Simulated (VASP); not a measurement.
A run of VASP 6.6.1 is set up as follows.

Contents of INCAR:

```
  ALGO = Normal
  EDIFF = 1E-7
  ENCUT = 520
  GGA = PS
  ISIF = 2
  ISMEAR = -1
  LASPH = T
  LCHARG = T
  LELF = T
  LREAL = F
  LVHAR = T
  LWAVE = F
  NBANDS = 16
  NELM = 80
  PREC = Accurate
  SIGMA = 0.05
```

The input KPOINTS:

```
k-points
0
Gamma
  3 13 4
```

The input POSCAR:

```
Ir
1.0
   12.2791196342      0.0000000000      0.0000000000
    0.0000000000      2.2408500877      0.0000000000
    0.0000000000      0.0000000000      7.2168971855
Ir
2
Direct
    0.2500000000      0.0000000000      0.1639900000
    0.7500000000      0.0000000000      0.8360100000
```

Potentials or basis: VASP PAW PBE potentials, release 64 (Ir).

Launch:

```sh
$ cat potpaw_PBE.64/Ir/POTCAR > POTCAR
$ mpirun -np 1 vasp_std > vasp.out
```

(1) Predict the pressure.

(2) Predict the band gap on the k mesh.

Results:

(1) 0.0 GPa.

(2) zero (bands 9 and 10 overlap by 3.36 eV).

Caveat: the PAW data sets were made with another functional, which shifts forces and pressure a little; spin-orbit coupling is left out, which moves the levels of the heavy elements.
